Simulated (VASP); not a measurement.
# SnSe in VASP: single point with PBE

Aim: the single point of SnSe with PBE.

All numbers are computed with VASP 6.6.1; they aren't measurements. Logs are shortened: lines on timing, memory, paths and dates and some standing lists are left out, and cuts for length are marked.

### Step 1. The cell of the first run

The cell holds a wire or tube with vacuum around it, 12 atoms: a = 16.000 Å, b = 16.700 Å, c = 4.236 Å, α = 90.00°, β = 90.00°, γ = 90.00°.

### Step 2. Single point, PBE

INCAR

```
PREC     = Accurate       # precision mode
ENCUT    = 520            # plane-wave cutoff, eV
EDIFF    = 1E-6           # SCF threshold, eV
ISMEAR   = 0              # smearing method
SIGMA    = 0.05           # smearing width, eV
LREAL    = F              # projectors in reciprocal space
LASPH    = T              # aspherical terms in the spheres
NELM     = 60             # most SCF steps
ALGO     = Normal         # electronic algorithm
ISIF     = 2              # what is computed and relaxed
LWAVE    = F              # write WAVECAR
LCHARG   = T              # write CHGCAR
GGA      = PE             # functional
LELF     = T              # ELF
LVHAR    = T            
NBANDS   = 72             # bands
```

KPOINTS

```
Automatic mesh
0
Gamma
  1 1 12
```

POSCAR

```
SnSe
1.0
   16.0000000000      0.0000000000      0.0000000000
    0.0000000000     16.7000000000      0.0000000000
    0.0000000000      0.0000000000      4.2358814654
Sn Se
6 6
Direct
    0.6442833781      0.5593835717      0.5000000000
    0.5184636354      0.6494255101      1.0000000000
    0.3741845891      0.5900290612      0.5000000000
    0.3557166219      0.4406164283      1.0000000000
    0.4815363646      0.3505744899      0.5000000000
    0.6258154109      0.4099709388      1.0000000000
    0.6944410644      0.6580443180      1.0000000000
    0.4543622975      0.7403674934      0.5000000000
    0.2599258556      0.5823188880      1.0000000000
    0.3055589356      0.3419556820      0.5000000000
    0.5456377025      0.2596325066      1.0000000000
    0.7400741444      0.4176811120      0.5000000000
```

Potentials or basis: VASP PAW PBE potentials, release 64 (Sn_d, Se).

Launch:

```sh
cat potpaw_PBE.64/Sn_d/POTCAR potpaw_PBE.64/Se/POTCAR > POTCAR
mpirun -np 1 vasp_std > vasp.out
```

OUTCAR:

```text
PREC = Accurate
   ENCUT = 520
   EDIFF = 1E-6
   ISMEAR = 0
   LREAL = F
   LASPH = T
   NELM = 60
   ISIF = 2
   GGA = PE

 ion  position               nearest neighbor table
   1  0.644  0.559  0.500-   7 2.80   7 2.80  12 2.82   6 3.29   6 3.29   2 3.29   2 3.29
   2  0.518  0.649  0.000-   8 2.80   8 2.80   7 2.82   3 3.29   3 3.29   1 3.29   1 3.29
   3  0.374  0.590  0.500-   9 2.80   9 2.80   8 2.82   2 3.29   2 3.29   4 3.29   4 3.29
   4  0.356  0.441  0.000-  10 2.80  10 2.80   9 2.82   3 3.29   3 3.29   5 3.29   5 3.29
   5  0.482  0.351  0.500-  11 2.80  11 2.80  10 2.82   6 3.29   6 3.29   4 3.29   4 3.29
   6  0.626  0.410  0.000-  12 2.80  12 2.80  11 2.82   5 3.29   5 3.29   1 3.29   1 3.29
   7  0.694  0.658  0.000-   1 2.80   1 2.80   2 2.82
   8  0.454  0.740  0.500-   2 2.80   2 2.80   3 2.82
   9  0.260  0.582  0.000-   3 2.80   3 2.80   4 2.82
  10  0.306  0.342  0.500-   4 2.80   4 2.80   5 2.82
  11  0.546  0.260  0.000-   5 2.80   5 2.80   6 2.82
  12  0.740  0.418  0.500-   6 2.80   6 2.80   1 2.82

  LATTYP: Found a simple orthorhombic cell.
 ALAT       =     4.2358814654
 B/A-ratio  =     3.7772539507
 C/A-ratio  =     3.9425088111

  Lattice vectors:

 A1 = (   0.0000000000,   0.0000000000,   4.2358814654)
 A2 = (  16.0000000000,   0.0000000000,   0.0000000000)
 A3 = (   0.0000000000,  16.7000000000,   0.0000000000)

Analysis of symmetry for initial positions (statically):
=====================================================================
 Subroutine PRICEL returns:
 Original cell was already a primitive cell.

 Routine SETGRP: Setting up the symmetry group for a
 simple orthorhombic supercell.

 Subroutine GETGRP returns: Found  4 space group operations
 (whereof  2 operations were pure point group operations)
 out of a pool of  8 trial point group operations.

The static configuration has the point symmetry C_1h.
 The point group associated with its full space group is C_2h.

Analysis of symmetry for dynamics (positions and initial velocities):
=====================================================================
 Subroutine PRICEL returns:
 Original cell was already a primitive cell.

 Routine SETGRP: Setting up the symmetry group for a
 simple orthorhombic supercell.

 Subroutine GETGRP returns: Found  4 space group operations
 (whereof  2 operations were pure point group operations)
 out of a pool of  8 trial point group operations.

The dynamic configuration has the point symmetry C_1h.
 The point group associated with its full space group is C_2h.

 Subroutine INISYM returns: Found  4 space group operations
 (whereof  2 operations are pure point group operations),
 and found     1 'primitive' translations

----------------------------------------------------------------------------------------

                                     Primitive cell

  volume of cell :    1131.8275

  direct lattice vectors                    reciprocal lattice vectors
    16.000000000  0.000000000  0.000000000     0.062500000  0.000000000  0.000000000
     0.000000000 16.700000000  0.000000000     0.000000000  0.059880240  0.000000000
     0.000000000  0.000000000  4.235881465     0.000000000  0.000000000  0.236078372

  length of vectors
    16.000000000 16.700000000  4.235881465     0.062500000  0.059880240  0.236078372

  position of ions in fractional coordinates (direct lattice)
     0.644283378  0.559383572  0.500000000
     0.518463635  0.649425510  0.000000000
     0.374184589  0.590029061  0.500000000
     0.355716622  0.440616428  0.000000000
     0.481536365  0.350574490  0.500000000
     0.625815411  0.409970939  0.000000000
     0.694441064  0.658044318  0.000000000
     0.454362297  0.740367493  0.500000000
     0.259925856  0.582318888  0.000000000
     0.305558936  0.341955682  0.500000000
     0.545637703  0.259632507  0.000000000
     0.740074144  0.417681112  0.500000000

  ion indices of the primitive-cell ions
   primitive index   ion index
                 1           1
                 2           2
                 3           3
                 4           4
                 5           5
                 6           6
                 7           7
                 8           8
                 9           9
                10          10
                11          11
                12          12

----------------------------------------------------------------------------------------

 KPOINTS: Automatic mesh

Automatic generation of k-mesh.
 Grid dimensions read from file:
 generate k-points for:    1    1   12

 Generating k-lattice:

  Cartesian coordinates                     Fractional coordinates (reciprocal lattice)
     0.062500000  0.000000000  0.000000000     1.000000000  0.000000000  0.000000000
     0.000000000  0.059880240  0.000000000     0.000000000  1.000000000  0.000000000
     0.000000000  0.000000000  0.019673198     0.000000000  0.000000000  0.083333333

  Length of vectors
     0.062500000  0.059880240  0.019673198

  Shift w.r.t. Gamma in fractional coordinates (k-lattice)
     0.000000000  0.000000000  0.000000000

 Subroutine IBZKPT returns following result:
 ===========================================

 Found      7 irreducible k-points:

 Following reciprocal coordinates:
            Coordinates               Weight
  0.000000  0.000000  0.000000      1.000000
  0.000000  0.000000  0.083333      2.000000
  0.000000  0.000000  0.166667      2.000000
  0.000000  0.000000  0.250000      2.000000
  0.000000  0.000000  0.333333      2.000000
  0.000000  0.000000  0.416667      2.000000
  0.000000  0.000000  0.500000      1.000000
   k-points           NKPTS =      7   k-points in BZ     NKDIM =      7   number of bands    NBANDS=     72
   number of dos      NEDOS =    301   number of ions     NIONS =     12
   total plane-waves  NPLWV = 483840
   dimension x,y,z NGX =   120 NGY =  126 NGZ =   32
   dimension x,y,z NGXF=   240 NGYF=  252 NGZF=   64
   ions per type =               6   6
   NGX,Y,Z   is equivalent  to a cutoff of  12.47, 12.54, 12.56 a.u.
   NGXF,Y,Z  is equivalent  to a cutoff of  24.94, 25.09, 25.12 a.u.
 SYSTEM =  unknown system
   PREC   = accura    normal or accurate (medium, high low for compatibility)
   ISTART =      0    job   : 0-new  1-cont  2-samecut
   ICHARG =      2    charge: 1-file 2-atom 10-const
   ISPIN  =      1    spin polarized calculation?
   LNONCOLLINEAR =      F non collinear calculations
   LSORBIT =      F    spin-orbit coupling
   LASPH  =      T    aspherical Exc in radial PAW
   ENCUT  =  520.0 eV  38.22 Ry    6.18 a.u.  29.75 31.05  7.88*2*pi/ulx,y,z
   NELM   =     60;   NELMIN=  2; NELMDL= -5     # of ELM steps
   EDIFF  = 0.1E-05   stopping-criterion for ELM
   LREAL  =      F    real-space projection
   EDIFFG = 0.1E-04   stopping-criterion for IOM
   NSW    =      0    number of steps for IOM
   IBRION =     -1    ionic relax: 0-MD 1-quasi-New 2-CG
   NFREE  =      0    steps in history (QN), initial steepest desc. (CG)
   ISIF   =      2    stress and relaxation
   ISYM   =      2    0-nonsym 1-usesym 2-fastsym
   POTIM  = 0.5000    time-step for ionic-motion
   TEBEG  =    0.0;   TEEND  =   0.0 temperature during run
   PSTRESS=    0.0 pullay stress
   NELECT =     120.0000    total number of electrons
   NUPDOWN=      -1.0000    fix difference up-down
   EMIN   =  10.00;   EMAX   =-10.00  energy-range for DOS
   EFERMI =   0.00;   METHOD = LEGACY
   ISMEAR =     0;   SIGMA  =   0.05  broadening in eV -4-tet -1-fermi 0-gaus
   EFERMI_NEDOS =   21; number of points for ismear=-14 and -15
   IALGO  =     38    algorithm
   IMIX   =      4    mixing-type and parameters
     AMIX     =   0.40;   BMIX     =  1.00
     AMIX_MAG =   1.60;   BMIX_MAG =  1.00
  volume/ion in A,a.u.               =      94.32       636.50
  Fermi-wavevector in a.u.,A,eV,Ry     =   0.774834  1.464223  8.168492  0.600367
  Thomas-Fermi vector in A             =   1.876974
   LORBIT       =      0    0 simple, 1 ext, 2 COOP (PROOUT), +10 PAW based schemes
   GGA     = PE    functional components
   LHFCALC =     F    Hartree Fock is set to
   AEXX    =    0.0000 exact exchange contribution
   IVDW    =     0    specifies the selected vdW correction
   LEPSILON=     F    determine dielectric tensor
   LRPA    =     F    only Hartree local field effects (RPA)
 non-spin polarized calculation
 Gauss-broadening in eV      SIGMA  =   0.05
  energy-cutoff  :      520.00
  volume of cell :     1131.83
 maximum number of plane-waves:     30548
 NGX is ok and might be reduce to   120
   NGX = 59   NGY = 63   NGZ = 15

 number of electron     119.9999992 magnetization

 Free energy of the ion-electron system (eV)
  ---------------------------------------------------
  ext. energy  EPLUGINS =         0.00000000
  ---------------------------------------------------
  free energy    TOTEN  =       -46.32001320 eV

  energy without entropy =      -46.32001320  energy(sigma->0) =      -46.32001320

 E-fermi :  -2.2812     XC(G=0):  -3.6322

 val. band max:       -2.5568563311   @ k =   0.0000   0.0000   0.1667
 cond. band min:      -1.5930141730   @ k =   0.0000   0.0000   0.0000
 fundamental gap:      0.9638421581
 Fermi energy:        -2.2811729990

 k-point     1 :       0.0000    0.0000    0.0000
  band No.  band energies     occupation
      1     -23.6936      2.00000
      2     -23.6537      2.00000
      3     -23.6537      2.00000
      4     -23.6381      2.00000
      5     -23.6284      2.00000
      6     -23.6283      2.00000
[... 64 lines left out ...]
     71       1.5325      0.00000
     72       1.5419      0.00000
[... 448 lines left out ...]
     71       1.0475      0.00000
     72       1.0475      0.00000

------------------------ aborting loop because EDIFF is reached ----------------------------------------

  FORCE on cell =-STRESS in cart. coord.  units (eV):
  Direction    XX          YY          ZZ          XY          YZ          ZX
  --------------------------------------------------------------------------------------
  -------------------------------------------------------------------------------------
  Total       -0.1255955     -0.1247826     -0.0482012     -0.0000114      0.0000000      0.0000000
  in kB       -0.1777888     -0.1766381     -0.0682320     -0.0000162      0.0000000      0.0000000
  external PRESSURE =      -0.1408863 kB  Pullay stress =       0.0000000 kB

 VOLUME and BASIS-vectors are now :
 -----------------------------------------------------------------------------
  energy-cutoff  :      520.00
  volume of cell :     1131.83
      direct lattice vectors                 reciprocal lattice vectors
    16.000000000  0.000000000  0.000000000     0.062500000  0.000000000  0.000000000
     0.000000000 16.700000000  0.000000000     0.000000000  0.059880240  0.000000000
     0.000000000  0.000000000  4.235881465     0.000000000  0.000000000  0.236078372

 POSITION                                       TOTAL-FORCE (eV/Angst)
 -----------------------------------------------------------------------------------
     10.30853      9.34171      2.11794        -0.014568     -0.004523      0.000000
      8.29542     10.84541      0.00000        -0.004353     -0.015461      0.000000
      5.98695      9.85349      2.11794         0.012795     -0.010304      0.000000
      5.69147      7.35829      0.00000         0.014568      0.004523      0.000000
      7.70458      5.85459      2.11794         0.004353      0.015461      0.000000
     10.01305      6.84651      0.00000        -0.012795      0.010304      0.000000
     11.11106     10.98934      0.00000         0.005216      0.002680      0.000000
      7.26980     12.36414      2.11794         0.000166      0.005715      0.000000
      4.15881      9.72473      0.00000        -0.004918      0.003094      0.000000
      4.88894      5.71066      2.11794        -0.005216     -0.002680      0.000000
      8.73020      4.33586      0.00000        -0.000166     -0.005715      0.000000
     11.84119      6.97527      2.11794         0.004918     -0.003094      0.000000
 -----------------------------------------------------------------------------------
    total drift:                                0.000000     -0.000000     -0.000000

  FREE ENERGIE OF THE ION-ELECTRON SYSTEM (eV)
  ---------------------------------------------------
  free  energy   TOTEN  =       -46.3200131989 eV

  energy  without entropy=      -46.3200131989  energy(sigma->0) =      -46.32001320
```

It took 23 min on 1 thread of Intel Xeon 8259CL, shared host; peak memory 1.1 GiB.

Results:

| Item | Value |
| --- | --- |
| Free energy | -46.3200 eV |
| Largest force | 0.016 eV/Å |
| Band gap on the k mesh | 0.96 eV (least direct gap 1.24 eV) |

Forces on the atoms (eV/Å):
```
Sn  -0.015 -0.005  0.000
Sn  -0.004 -0.015  0.000
Sn   0.013 -0.010  0.000
Sn   0.015  0.005  0.000
Sn   0.004  0.015  0.000
Sn  -0.013  0.010  0.000
Se   0.005  0.003  0.000
Se   0.000  0.006  0.000
Se  -0.005  0.003  0.000
Se  -0.005 -0.003  0.000
Se   0.000 -0.006  0.000
Se   0.005 -0.003  0.000
```

Caveat: spin-orbit coupling is left out, which moves the levels of the heavy elements.
